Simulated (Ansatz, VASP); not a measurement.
This is a calculation of H for Ansatz 0.2.0.

The input input.yaml:

```yaml
crystal:
  lattice:
    - [2.6749352543, -2.6172490651, 0.0]
    - [2.6749352543, 2.6172490651, 0.0]
    - [0.0, 0.0, 4.2230507409]
  atoms:
    - { symbol: H, position: [0.04670437, 0.95329563, 0.93149111] }
    - { symbol: H, position: [0.54670437, 0.45329563, 0.56850889] }
    - { symbol: H, position: [0.45329563, 0.54670437, 0.43149111] }
    - { symbol: H, position: [0.95329563, 0.04670437, 0.06850889] }
hamiltonian:
  xc: pbe
  pseudopotentials: { kind: paw }
kpoints:
  mp_grid: { grid: [7, 7, 7] }
scf:
  occupations: { method: fermi_dirac, width: 0.05 }
output:
  forces: true
  stress: true
  eigenvalues: true
```

Potentials or basis: Ansatz PAW.

Run with:

```console
$ ansatz run input.yaml --threads 2 --pin off --max-ram 5120MiB --backend cpu --events-out ev --progress --plain --runs-dir out
```

**Question.** Translate it to VASP 6.6.1. Potentials there: VASP PAW PBE potentials, release 64 (H).

**Answer.** As run (the cutoff follows the program's own potentials):

File INCAR:

```
ALGO     = Normal         # electronic algorithm
EDIFF    = 1E-7           # SCF threshold, eV
ENCUT    = 520            # plane-wave cutoff, eV
GGA      = PE             # functional
ISIF     = 2              # what is computed and relaxed
ISMEAR   = -1             # smearing method
LASPH    = True           # aspherical terms in the spheres
LCHARG   = False          # write CHGCAR
LREAL    = False          # projectors in reciprocal space
LWAVE    = False          # write WAVECAR
NBANDS   = 10             # bands
NELM     = 60             # most SCF steps
PREC     = Accurate       # precision mode
SIGMA    = 0.05           # smearing width, eV
```

File KPOINTS:

```
k-points
0
Gamma
  7 7 7
```

File POSCAR:

```
H
1.0
    2.6749352543     -2.6172490651      0.0000000000
    2.6749352543      2.6172490651      0.0000000000
    0.0000000000      0.0000000000      4.2230507409
H
4
Direct
    0.0467043700      0.9532956300      0.9314911100
    0.5467043700      0.4532956300      0.5685088900
    0.4532956300      0.5467043700      0.4314911100
    0.9532956300      0.0467043700      0.0685088900
```

Potentials or basis: VASP PAW PBE potentials, release 64 (H).

Command:

```console
$ cat potpaw_PBE.64/H/POTCAR > POTCAR
$ mpirun -np 1 vasp_std > vasp.out
```

Both were run:

|  | VASP | Ansatz | Ansatz less VASP |
| --- | --- | --- | --- |
| gap on the k mesh at the Fermi level (eV) | 9.28 | 9.28 | +0.002 |
| least direct gap on the mesh (eV) | 9.82 | 9.82 | +0.002 |
| pressure (GPa) | -0.4 | -0.3 | +0.17 |
| traceless stress, the component that is largest in VASP (GPa) | 0.35 | 0.32 | -0.024 |
| rms of the force components (eV/Å) | 0.138 | 0.132 | -0.0057 |

Atom by atom the forces differ by 0.006 eV/Å (rms over components). The functional is the same, so the differences come from potentials, cutoffs and numerics.

Noted on Ansatz's run: odd divisions of the mesh miss points on the zone boundary, where band edges often lie, so the gap on the mesh can be too wide.
